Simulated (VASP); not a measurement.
# In4Sb4H11 in VASP: single point with PBE

Aim: the single point of In4Sb4H11 with PBE.

Program: VASP 6.6.1. These are calculated values, not measurements. Logs are shortened: lines on timing, memory, paths and dates and some standing lists are left out, and cuts for length are marked.

### 1 The cell of the first run

The cell holds a wire or tube with vacuum around it, 38 atoms: a = 17.700 Å, b = 16.800 Å, c = 11.492 Å, α = 90.00°, β = 90.00°, γ = 90.00°.

### 2 Single point, PBE

File INCAR:

```
SYSTEM = In4Sb4H11
PREC = Accurate
ENCUT = 520
EDIFF = 1E-6
ISMEAR = 0
SIGMA = 0.05
LREAL = Auto
LASPH = .TRUE.
NELM = 80
ALGO = Normal
ISIF = 2
LWAVE = .FALSE.
LCHARG = .FALSE.
GGA = PE
NBANDS = 108
NCORE = 4
```

File KPOINTS:

```
regular mesh
0
G
  1 1 5
  0 0 0
```

File POSCAR:

```
In4Sb4H11
1.0
   17.7000000000      0.0000000000      0.0000000000
    0.0000000000     16.8000000000      0.0000000000
    0.0000000000      0.0000000000     11.4918972580
In Sb H
8 8 22
Direct
    0.5773149839      0.5000000000      0.0000000000
    0.4242829975      0.5000000000      0.3333333333
    0.3477670043      0.3603706128      1.0000000000
    0.6538309772      0.3603706128      0.3333333333
    0.5007989907      0.6396293872      0.6666666667
    0.3477670043      0.6396293872      1.0000000000
    0.6538309772      0.6396293872      0.3333333333
    0.5007989907      0.3603706128      0.6666666667
    0.6538309772      0.6396293872      0.0833333333
    0.5007989907      0.3603706128      0.4166666667
    0.3477670043      0.6396293872      0.7500000000
    0.6538309772      0.3603706128      0.0833333333
    0.5007989907      0.6396293872      0.4166666667
    0.3477670043      0.3603706128      0.7500000000
    0.4242829975      0.5000000000      0.0833333333
    0.5773149839      0.5000000000      0.7500000000
    0.6082885065      0.7227370749      0.0337331683
    0.7449159185      0.6396293872      0.0337331683
    0.4552565201      0.2772629251      0.3670665017
    0.3022245336      0.5565216995      0.7003998350
    0.3022245336      0.7227370749      0.7003998350
    0.3316000748      0.5000000000      0.3838036767
    0.6082885065      0.2772629251      0.0337331683
    0.7449159185      0.3603706128      0.0337331683
    0.4552565201      0.7227370749      0.3670665017
    0.3022245336      0.4434783005      0.7003998350
    0.3022245336      0.2772629251      0.7003998350
    0.2550840815      0.3603706128      0.0504703433
    0.3941084656      0.2758048955      0.0504703433
    0.7001724385      0.4449363301      0.3838036767
    0.7001724385      0.2758048955      0.3838036767
    0.5471404521      0.7241951045      0.7171370100
    0.2550840815      0.6396293872      0.0504703433
    0.3941084656      0.7241951045      0.0504703433
    0.7001724385      0.5550636699      0.3838036767
    0.7001724385      0.7241951045      0.3838036767
    0.5471404521      0.2758048955      0.7171370100
    0.6683999252      0.5000000000      0.7003998350
```

Potentials or basis: VASP PAW PBE potentials, release 64 (In_d, Sb, H).

Started as:

```
$ cat potpaw_PBE.64/In_d/POTCAR potpaw_PBE.64/Sb/POTCAR potpaw_PBE.64/H/POTCAR > POTCAR
$ mpirun -np 4 vasp_std > vasp.out
```

OUTCAR:

```text
SYSTEM = In4Sb4H11
   PREC = Accurate
   ENCUT = 520
   EDIFF = 1E-6
   ISMEAR = 0
   LREAL = Auto
   LASPH = .TRUE.
   NELM = 80
   ISIF = 2
   GGA = PE

 ion  position               nearest neighbor table
   1  0.577  0.500  0.000-  15 2.87  16 2.87   9 2.87  12 2.87
   2  0.424  0.500  0.333-  22 1.74  15 2.87  10 2.87  13 2.87
   3  0.348  0.360  0.000-  29 1.74  28 1.74  15 2.87  14 2.87
   4  0.654  0.360  0.333-  31 1.74  30 1.74  12 2.87  10 2.87
   5  0.501  0.640  0.667-  32 1.74  11 2.87  16 2.87  13 2.87
   6  0.348  0.640  0.000-  34 1.74  33 1.74  15 2.87  11 2.87
[... 8 lines left out ...]
  15  0.424  0.500  0.083-   1 2.87   3 2.87   6 2.87   2 2.87
  16  0.577  0.500  0.750-  38 1.71   8 2.87   5 2.87   1 2.87
  17  0.608  0.723  0.034-   9 1.71
  18  0.745  0.640  0.034-   9 1.71
  19  0.455  0.277  0.367-  10 1.71
  20  0.302  0.557  0.700-  11 1.71
  21  0.302  0.723  0.700-  11 1.71
  22  0.332  0.500  0.384-   2 1.74
[... 14 lines left out ...]
  37  0.547  0.276  0.717-   8 1.74
  38  0.668  0.500  0.700-  16 1.71

  LATTYP: Found a simple orthorhombic cell.
 ALAT       =    11.4918972580
 B/A-ratio  =     1.4618995996
 C/A-ratio  =     1.5402156496

  Lattice vectors:

 A1 = (   0.0000000000,   0.0000000000, -11.4918972580)
 A2 = (   0.0000000000,  16.8000000000,   0.0000000000)
 A3 = (  17.7000000000,   0.0000000000,   0.0000000000)

Analysis of symmetry for initial positions (statically):
=====================================================================
 Subroutine PRICEL returns:
 Original cell was already a primitive cell.

 Routine SETGRP: Setting up the symmetry group for a
 simple orthorhombic supercell.

 Subroutine GETGRP returns: Found  2 space group operations
 (whereof  2 operations were pure point group operations)
 out of a pool of  8 trial point group operations.

The static configuration has the point symmetry C_1h.

Analysis of symmetry for dynamics (positions and initial velocities):
=====================================================================
 Subroutine PRICEL returns:
 Original cell was already a primitive cell.

 Routine SETGRP: Setting up the symmetry group for a
 simple orthorhombic supercell.

 Subroutine GETGRP returns: Found  2 space group operations
 (whereof  2 operations were pure point group operations)
 out of a pool of  8 trial point group operations.

The dynamic configuration has the point symmetry C_1h.

 Subroutine INISYM returns: Found  2 space group operations
 (whereof  2 operations are pure point group operations),
 and found     1 'primitive' translations

----------------------------------------------------------------------------------------

                                     Primitive cell

  volume of cell :    3417.2306

  direct lattice vectors                    reciprocal lattice vectors
    17.700000000  0.000000000  0.000000000     0.056497175  0.000000000  0.000000000
     0.000000000 16.800000000  0.000000000     0.000000000  0.059523810  0.000000000
     0.000000000  0.000000000 11.491897258     0.000000000  0.000000000  0.087017833

  length of vectors
    17.700000000 16.800000000 11.491897258     0.056497175  0.059523810  0.087017833

  position of ions in fractional coordinates (direct lattice)
     0.577314984  0.500000000  0.000000000
     0.424282998  0.500000000  0.333333333
     0.347767004  0.360370613  0.000000000
     0.653830977  0.360370613  0.333333333
     0.500798991  0.639629387  0.666666667
     0.347767004  0.639629387  0.000000000
[... 30 lines left out ...]
     0.547140452  0.275804896  0.717137010
     0.668399925  0.500000000  0.700399835

  ion indices of the primitive-cell ions
   primitive index   ion index
                 1           1
                 2           2
                 3           3
                 4           4
                 5           5
                 6           6
[... 30 lines left out ...]
                37          37
                38          38

----------------------------------------------------------------------------------------

 KPOINTS: regular mesh

Automatic generation of k-mesh.
 Grid dimensions read from file:
 generate k-points for:    1    1    5

 Generating k-lattice:

  Cartesian coordinates                     Fractional coordinates (reciprocal lattice)
     0.056497175  0.000000000  0.000000000     1.000000000  0.000000000  0.000000000
     0.000000000  0.059523810  0.000000000     0.000000000  1.000000000  0.000000000
     0.000000000  0.000000000  0.017403567     0.000000000  0.000000000  0.200000000

  Length of vectors
     0.056497175  0.059523810  0.017403567

  Shift w.r.t. Gamma in fractional coordinates (k-lattice)
     0.000000000  0.000000000  0.000000000

 Subroutine IBZKPT returns following result:
 ===========================================

 Found      3 irreducible k-points:

 Following reciprocal coordinates:
            Coordinates               Weight
  0.000000  0.000000  0.000000      1.000000
  0.000000  0.000000  0.200000      2.000000
  0.000000  0.000000  0.400000      2.000000
   k-points           NKPTS =      3   k-points in BZ     NKDIM =      3   number of bands    NBANDS=    108
   number of dos      NEDOS =    301   number of ions     NIONS =     38
   total plane-waves  NPLWV = ******
   dimension x,y,z NGX =   140 NGY =  126 NGZ =   90
   dimension x,y,z NGXF=   280 NGYF=  252 NGZF=  180
   ions per type =               8   8  22
   NGX,Y,Z   is equivalent  to a cutoff of  13.15, 12.47, 13.02 a.u.
   NGXF,Y,Z  is equivalent  to a cutoff of  26.30, 24.94, 26.04 a.u.
 SYSTEM =  In4Sb4H11
   PREC   = accura    normal or accurate (medium, high low for compatibility)
   ISTART =      0    job   : 0-new  1-cont  2-samecut
   ICHARG =      2    charge: 1-file 2-atom 10-const
   ISPIN  =      1    spin polarized calculation?
   LNONCOLLINEAR =      F non collinear calculations
   LSORBIT =      F    spin-orbit coupling
   LASPH  =      T    aspherical Exc in radial PAW
   ENCUT  =  520.0 eV  38.22 Ry    6.18 a.u.  32.91 31.24 21.37*2*pi/ulx,y,z
   NELM   =     80;   NELMIN=  2; NELMDL= -5     # of ELM steps
   EDIFF  = 0.1E-05   stopping-criterion for ELM
   LREAL  =      T    real-space projection
   EDIFFG = 0.1E-04   stopping-criterion for IOM
   NSW    =      0    number of steps for IOM
   IBRION =     -1    ionic relax: 0-MD 1-quasi-New 2-CG
   NFREE  =      0    steps in history (QN), initial steepest desc. (CG)
   ISIF   =      2    stress and relaxation
   ISYM   =      2    0-nonsym 1-usesym 2-fastsym
   POTIM  = 0.5000    time-step for ionic-motion
   TEBEG  =    0.0;   TEEND  =   0.0 temperature during run
   PSTRESS=    0.0 pullay stress
   NELECT =     166.0000    total number of electrons
   NUPDOWN=      -1.0000    fix difference up-down
   EMIN   =  10.00;   EMAX   =-10.00  energy-range for DOS
   EFERMI =   0.00;   METHOD = LEGACY
   ISMEAR =     0;   SIGMA  =   0.05  broadening in eV -4-tet -1-fermi 0-gaus
   EFERMI_NEDOS =   21; number of points for ismear=-14 and -15
   IALGO  =     38    algorithm
   IMIX   =      4    mixing-type and parameters
     AMIX     =   0.40;   BMIX     =  1.00
     AMIX_MAG =   1.60;   BMIX_MAG =  1.00
  volume/ion in A,a.u.               =      89.93       606.86
  Fermi-wavevector in a.u.,A,eV,Ry     =   0.597337  1.128803  4.854715  0.356812
  Thomas-Fermi vector in A             =   1.648024
   LORBIT       =      0    0 simple, 1 ext, 2 COOP (PROOUT), +10 PAW based schemes
   GGA     = PE    functional components
   LHFCALC =     F    Hartree Fock is set to
   AEXX    =    0.0000 exact exchange contribution
   IVDW    =     0    specifies the selected vdW correction
   LEPSILON=     F    determine dielectric tensor
   LRPA    =     F    only Hartree local field effects (RPA)
 non-spin polarized calculation
 Gauss-broadening in eV      SIGMA  =   0.05
  energy-cutoff  :      520.00
  volume of cell :     3417.23
 maximum number of plane-waves:     92072
 NGX is ok and might be reduce to   140
   NGX = 65   NGY = 63   NGZ = 43

 number of electron     166.0000004 magnetization

 Free energy of the ion-electron system (eV)
  ---------------------------------------------------
  ext. energy  EPLUGINS =         0.00000000
  ---------------------------------------------------
  free energy    TOTEN  =      -117.65287584 eV

  energy without entropy =     -117.65287584  energy(sigma->0) =     -117.65287584

 E-fermi :  -3.6894     XC(G=0):  -2.4271

 val. band max:       -3.9546396165   @ k =   0.0000   0.0000   0.0000
 cond. band min:      -1.6706313210   @ k =   0.0000   0.0000   0.0000
 fundamental gap:      2.2840082955
 Fermi energy:        -3.6894426257

 k-point     1 :       0.0000    0.0000    0.0000
  band No.  band energies     occupation
      1     -17.8121      2.00000
      2     -17.8068      2.00000
      3     -17.7666      2.00000
      4     -17.7381      2.00000
      5     -17.7119      2.00000
      6     -17.5472      2.00000
[... 87 lines left out ...]
     94      -0.0858      0.00000
     95      -0.0836      0.00000

 k-point     2 :       0.0000    0.0000    0.2000
  band No.  band energies     occupation
      1     -17.8121      2.00000
      2     -17.8068      2.00000
      3     -17.7666      2.00000
      4     -17.7381      2.00000
      5     -17.7119      2.00000
      6     -17.5472      2.00000
[... 87 lines left out ...]
     94      -0.1776      0.00000
     95      -0.0198      0.00000

 k-point     3 :       0.0000    0.0000    0.4000
  band No.  band energies     occupation
      1     -17.8121      2.00000
      2     -17.8068      2.00000
      3     -17.7666      2.00000
      4     -17.7381      2.00000
      5     -17.7119      2.00000
      6     -17.5472      2.00000
[... 87 lines left out ...]
     94      -0.2554      0.00000
     95      -0.0391      0.00000
 [bands above 95 left out]

------------------------ aborting loop because EDIFF is reached ----------------------------------------

  FORCE on cell =-STRESS in cart. coord.  units (eV):
  Direction    XX          YY          ZZ          XY          YZ          ZX
  --------------------------------------------------------------------------------------
  -------------------------------------------------------------------------------------
  Total       -1.5344988      1.4703488      0.6831642      0.0000000      0.0000000      0.0836426
  in kB       -0.7194537      0.6893768      0.3203033      0.0000000      0.0000000      0.0392160
  external PRESSURE =       0.0967421 kB  Pullay stress =       0.0000000 kB

 VOLUME and BASIS-vectors are now :
 -----------------------------------------------------------------------------
  energy-cutoff  :      520.00
  volume of cell :     3417.23
      direct lattice vectors                 reciprocal lattice vectors
    17.700000000  0.000000000  0.000000000     0.056497175  0.000000000  0.000000000
     0.000000000 16.800000000  0.000000000     0.000000000  0.059523810  0.000000000
     0.000000000  0.000000000 11.491897258     0.000000000  0.000000000  0.087017833

 POSITION                                       TOTAL-FORCE (eV/Angst)
 -----------------------------------------------------------------------------------
     10.21848      8.40000      0.00000        -0.366066      0.000000     -0.197176
      7.50981      8.40000      3.83063        -0.283203      0.000000     -0.008894
      6.15548      6.05423      0.00000        -0.198836     -0.187560      0.568404
     11.57281      6.05423      3.83063         0.384296     -0.385179      0.593990
      8.86414     10.74577      7.66126         0.188175      0.286657     -0.311320
      6.15548     10.74577      0.00000        -0.198836      0.187560      0.568404
[... 30 lines left out ...]
      9.68439      4.63352      8.24126        -0.061461     -0.059203      0.103876
     11.83068      8.40000      8.04892         0.039041      0.000000     -0.116378
 -----------------------------------------------------------------------------------
    total drift:                                0.094391      0.000000     -0.002538

  FREE ENERGIE OF THE ION-ELECTRON SYSTEM (eV)
  ---------------------------------------------------
  free  energy   TOTEN  =      -117.6528758420 eV

  energy  without entropy=     -117.6528758420  energy(sigma->0) =     -117.65287584
```

It took 17 min on 4 MPI ranks of Oxide Virtual Turin-like, shared host; peak memory 0.9 GiB.

What came out:

```
Free energy            : -117.6529 eV
Largest force          : 0.916 eV/Å
Band gap on the k mesh : 2.28 eV
```

Forces in eV/Å, atoms in the order of the input:
```
In  -0.366  0.000 -0.197
In  -0.283  0.000 -0.009
In  -0.199 -0.188  0.568
In   0.384 -0.385  0.594
In   0.188  0.287 -0.311
In  -0.199  0.188  0.568
In   0.384  0.385  0.594
In   0.188 -0.287 -0.311
Sb  -0.317 -0.514  0.574
Sb   0.371  0.556 -0.128
Sb   0.709 -0.052  0.578
Sb  -0.317  0.514  0.574
Sb   0.371 -0.556 -0.128
Sb   0.709  0.052  0.578
Sb   0.187  0.000 -0.442
Sb  -0.650  0.000  0.014
H    0.268 -0.001 -0.268
H   -0.043  0.312 -0.213
H   -0.119 -0.028  0.007
H   -0.250  0.204 -0.245
H   -0.176 -0.195 -0.239
H   -0.146  0.000  0.006
H    0.268  0.001 -0.268
H   -0.043 -0.312 -0.213
H   -0.119  0.028  0.007
H   -0.250 -0.204 -0.245
H   -0.176  0.195 -0.239
H   -0.143  0.218 -0.112
H    0.278 -0.092 -0.193
H   -0.195  0.017 -0.197
H   -0.085 -0.308 -0.147
H   -0.061  0.059  0.104
H   -0.143 -0.218 -0.112
H    0.278  0.092 -0.193
H   -0.195 -0.017 -0.197
H   -0.085  0.308 -0.147
H   -0.061 -0.059  0.104
H    0.039  0.000 -0.116
```

Caveat: spin-orbit coupling is left out, which moves the levels of the heavy elements.
